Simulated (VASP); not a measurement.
Input of a VASP 6.6.1 run:

POSCAR

```
NiO
1.0
    0.0000000000      2.0859016414      2.0859016414
    2.0859016414      0.0000000000      2.0859016414
    2.0859016414      2.0859016414      0.0000000000
Ni O
1 1
Direct
    0.0000000000      0.0000000000      0.0000000000
    0.5000000000      0.5000000000      0.5000000000
```

The input INCAR.step1:

```
SYSTEM = NiO
PREC = Accurate ; ENCUT = 520
EDIFF = 1E-5 ; ISMEAR = -1
SIGMA = 0.05 ; LREAL = .False.
LASPH = .True. ; NELM = 150
ALGO = Normal ; ISIF = 2
LWAVE = .True. ; ISPIN = 2
MAGMOM = 1 0 ; LORBIT = 11
LMAXMIX = 4 ; NBANDS = 19
GGA = PE
```

Contents of INCAR.step2:

```
SYSTEM = NiO
PREC = Accurate ; ENCUT = 520
EDIFF = 1E-6 ; ISMEAR = -1
SIGMA = 0.05 ; LREAL = .False.
LASPH = .True. ; NELM = 150
ALGO = Normal ; ISIF = 2
LWAVE = .False. ; LCHARG = .True.
ISPIN = 2 ; MAGMOM = 1 0
LORBIT = 11 ; LMAXMIX = 4
GGA = PS ; LHFCALC = .True.
AEXX = 0.25 ; HFSCREEN = 0.207
PRECFOCK = Normal ; LELF = .True.
LVHAR = .True. ; NBANDS = 19
ISTART = 1
```

The input KPOINTS:

```
Automatic mesh
0
Gamma
  6 6 6
  0 0 0
```

Potentials or basis: VASP PAW PBE potentials, release 64 (Ni, O).

Command:

```sh
$ cat potpaw_PBE.64/Ni/POTCAR potpaw_PBE.64/O/POTCAR > POTCAR
$ cp INCAR.step1 INCAR
$ mpirun -np 1 vasp_std > vasp.out
$ cp INCAR.step2 INCAR
$ mpirun -np 1 vasp_std > vasp.out
```

Question: Estimate the band gap on the k mesh.

Answer: 2.76 eV (least direct gap 3.81 eV).

Question: Predict the site moments.

Answer: Ni +1.73; O +0.24 μB.

Question: Estimate the pressure.

Answer: -3.3 GPa.

Caveat: the k points lie up to 0.43 Å⁻¹ apart; the PAW data sets were made with another functional, which shifts forces and pressure a little; a cell with one magnetic atom can't hold antiferromagnetic order, which such compounds often take. A k mesh can miss the band edges.
